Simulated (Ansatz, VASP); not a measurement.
ZrB2 in VASP and in Ansatz

The input INCAR:

```
SYSTEM = ZrB2
  ALGO = Normal
  EDIFF = 1E-6
  ENCUT = 520
  GGA = CA
  ISIF = 2
  ISMEAR = 0
  LASPH = .TRUE.
  LCHARG = .FALSE.
  LREAL = .FALSE.
  LWAVE = .FALSE.
  NBANDS = 16
  NELM = 80
  PREC = Accurate
  SIGMA = 0.15
```

Contents of KPOINTS:

```
k-points
0
G
  15 15 12
  0 0 0
```

The input POSCAR:

```
ZrB2
1.0
    3.2265000000      0.0000000000      0.0000000000
   -1.6132500000      2.7942309653      0.0000000000
    0.0000000000      0.0000000000      3.3145000000
Zr B
1 2
Direct
    0.0000000000      0.0000000000      0.0000000000
    0.3333333333      0.6666666667      0.5000000000
    0.6666666667      0.3333333333      0.5000000000
```

Input for Ansatz:

```yaml
crystal:
  lattice:
    - [3.2265, 0.0, 0.0]
    - [-1.61325, 2.7942309653, 0.0]
    - [0.0, 0.0, 3.3145]
  atoms:
    - { symbol: Zr, position: [0.0, 0.0, 0.0] }
    - { symbol: B, position: [0.3333333333, 0.6666666667, 0.5] }
    - { symbol: B, position: [0.6666666667, 0.3333333333, 0.5] }
basis:
  ecutwfc: 520.0
kpoints:
  mp_grid: { grid: [15, 15, 12] }
hamiltonian:
  xc: lda
  pseudopotentials: { kind: paw }
scf:
  occupations: { method: gaussian, width: 0.15 }
output:
  forces: true
  stress: true
  eigenvalues: true
```

Alike in both runs: task single point; functional LDA; k mesh 15 × 15 × 12; occupations gaussian, width 0.15 eV; no spin polarisation.

|  | VASP | Ansatz |
| --- | --- | --- |
| version | VASP 6.6.1 | Ansatz 0.2.0 |
| potentials or method | VASP PAW LDA potentials, release 64 (Zr_sv, B), cutoff 520 eV | scalar-relativistic, plane waves, PAW |
| valence electrons in the cell | 18 | 18 |

Ansatz gave:

- gap on the k mesh at the Fermi level (eV): none
- pressure (GPa): -2.5
- traceless stress, the component that is largest in VASP (GPa): 18.25

Problem. Estimate VASP's values.

Solution. gap on the k mesh at the Fermi level (eV): none; pressure (GPa): -1.9; traceless stress, the component that is largest in VASP (GPa): 18.27.

LDA's correlation is that of Perdew and Zunger in VASP and of Perdew and Wang (1992) in Ansatz. A gap of «none» marks a metal or a gap that the smearing closes.
